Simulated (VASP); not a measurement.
Pd, 3 atoms in the cell. It takes space group P6/mmm (No. 191, hexagonal). Conventional cell: a = 4.350 Å, b = 4.350 Å, c = 2.586 Å, α = 90.00°, β = 90.00°, γ = 120.00°. Pd (site symmetry 6/mmm) has 14 Pd at 2.59 to 2.83 Å within 3.4 Å. Pd (site symmetry -6m2) has 11 Pd at 2.51 to 2.83 Å within 3.3 Å. This isn't the form of Pd at room conditions, which is fcc.

```yaml
Program: VASP 6.6.1
Task: single point
Functional: PBE
Potentials_or_basis: VASP PAW PBE potentials, release 64 (Pd)
Cutoff: 520 eV
k_mesh: 9 × 9 × 12
Occupations: fermi-dirac, width 0.08 eV
Spin: no spin polarisation
Dipole_correction: no
Further_INCAR_settings: ALGO = Normal; EDIFF = 1e-07; NBANDS = 22
```

Potentials or basis: VASP PAW PBE potentials, release 64 (Pd).

Run with:

```sh
$ cat potpaw_PBE.64/Pd/POTCAR > POTCAR
$ mpirun -np 1 vasp_std > vasp.out
```

Hardware: 1 thread of AMD EPYC 9R45 96-Core Processor (Zen 5), on a shared host.

**Question.** How long does it take, and how much memory?

**Answer.** Wall time 36 s on 1 thread of AMD EPYC 9R45 96-Core Processor (Zen 5) (shared host), peak memory 0.16 GiB. Counts: scf iterations 15, k points 84.
